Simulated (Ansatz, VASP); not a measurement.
# Two plane-wave programs on Ga4SbP3

INCAR

```
SYSTEM = Ga4SbP3
  ALGO = Normal
  EDIFF = 1E-7
  ENCUT = 520
  GGA = PE
  ISIF = 2
  ISMEAR = -1
  LASPH = .TRUE.
  LCHARG = .FALSE.
  LREAL = .FALSE.
  LWAVE = .FALSE.
  NBANDS = 46
  NELM = 60
  PREC = Accurate
  SIGMA = 0.02
```

The input KPOINTS:

```
k-points
0
G
  6 4 4
  0 0 0
```

POSCAR

```
Ga4SbP3
1.0
    3.9730057215      0.0000000000      0.0000000000
    0.0000000000      7.9537704341      0.0000000000
    0.0000000000      0.0000000000      5.6101828068
P Ga Sb
3 4 1
Direct
    0.0000000000      0.2384838193      0.0004492322
    0.5000000000      0.0000000000      0.5010812446
    0.0000000000      0.7615161807      0.0004492322
    0.5000000000      0.2304636185      0.7629870712
    0.0000000000      0.0000000000      0.2622631924
    0.5000000000      0.7695363815      0.7629870712
    0.0000000000      0.5000000000      0.2097062908
    0.5000000000      0.5000000000      0.5000766653
```

Input for Ansatz:

```yaml
crystal:
  lattice:
    - [3.9730057215, 0.0, 0.0]
    - [0.0, 7.9537704341, 0.0]
    - [0.0, 0.0, 5.6101828068]
  atoms:
    - { symbol: P, position: [0.0, 0.2384838193, 0.0004492322] }
    - { symbol: Ga, position: [0.5, 0.2304636185, 0.7629870712] }
    - { symbol: P, position: [0.5, 0.0, 0.5010812446] }
    - { symbol: Ga, position: [0.0, 0.0, 0.2622631924] }
    - { symbol: P, position: [0.0, 0.7615161807, 0.0004492322] }
    - { symbol: Ga, position: [0.5, 0.7695363815, 0.7629870712] }
    - { symbol: Sb, position: [0.5, 0.5, 0.5000766653] }
    - { symbol: Ga, position: [0.0, 0.5, 0.2097062908] }
kpoints:
  mp_grid: { grid: [6, 4, 4] }
  band_path:
    path:
      - [[0.0, 0.0, 0.0], [0.5, 0.0, 0.0], [0.5, 0.5, 0.0], [0.0, 0.5, 0.0], [0.0, 0.0, 0.0], [0.0, 0.0, 0.5], [0.5, 0.0, 0.5], [0.5, 0.5, 0.5], [0.0, 0.5, 0.5], [0.0, 0.0, 0.5]]
      - [[0.5, 0.0, 0.0], [0.5, 0.0, 0.5]]
      - [[0.0, 0.5, 0.0], [0.0, 0.5, 0.5]]
      - [[0.5, 0.5, 0.0], [0.5, 0.5, 0.5]]
    npoints: 10
hamiltonian:
  xc: pbe
scf:
  occupations: { method: fermi_dirac, width: 0.02 }
  n_extra_bands: 6
output:
  forces: true
  stress: true
  eigenvalues: true
```

Alike in both runs: task single point; functional PBE; k mesh 6 × 4 × 4; occupations fermi-dirac, width 0.02 eV; no spin polarisation.

|  | VASP | Ansatz |
| --- | --- | --- |
| version | VASP 6.6.1 | Ansatz 0.2.0 |
| potentials or method | VASP PAW PBE potentials, release 64 (P, Ga_d, Sb) | plane waves, PAW |
| plane-wave cutoff (eV) | 520 | 420 |
| valence electrons in the cell | 72 | 82 |

|  | VASP | Ansatz | Ansatz less VASP |
| --- | --- | --- | --- |
| pressure (GPa) | 2.3 | 2.3 | -0.02 |
| rms of the force components (eV/Å) | 0.025 | 0.023 | -0.0024 |

VASP's potentials hold 72 valence electrons a cell and Ansatz's 82, so a difference there can come from the potentials and not from the codes.

Neither program's run includes spin-orbit coupling.
